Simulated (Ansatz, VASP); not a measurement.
**P: VASP beside Ansatz**

```xyz
1
Lattice="4.2729 0.0000 0.1869 0.0000 4.2729 0.0000 0.1915 0.0000 4.3780" Properties=species:S:1:pos:R:3 pbc="T T T"
P     0.0000    0.0000    0.0000
```

Change from the starting cell: strain +0.0875 x Voigt [0, 0, 0, 0, 1, 0], atoms carried along.

Alike in both runs: task single point; functional PBEsol; dispersion D3(BJ); k mesh 12 × 12 × 12; occupations gaussian, width 0.15 eV; no spin polarisation.

|  | VASP | Ansatz |
| --- | --- | --- |
| version | VASP 6.6.1 | Ansatz 0.2.0 |
| potentials or method | VASP PAW PBE potentials, release 64 (P), cutoff 520 eV | scalar-relativistic, plane waves, PAW |
| valence electrons in the cell | 5 | 5 |

|  | VASP | Ansatz | Ansatz less VASP |
| --- | --- | --- | --- |
| gap on the k mesh at the Fermi level (eV) | none | none | - |
| pressure (GPa) | -4.0 | -4.0 | +0.01 |
| traceless stress, the component that is largest in VASP (GPa) | -0.32 | -0.32 | 0.000 |

VASP's potentials were made for PBE, not for PBEsol. A gap of «none» marks a metal or a gap that the smearing closes.
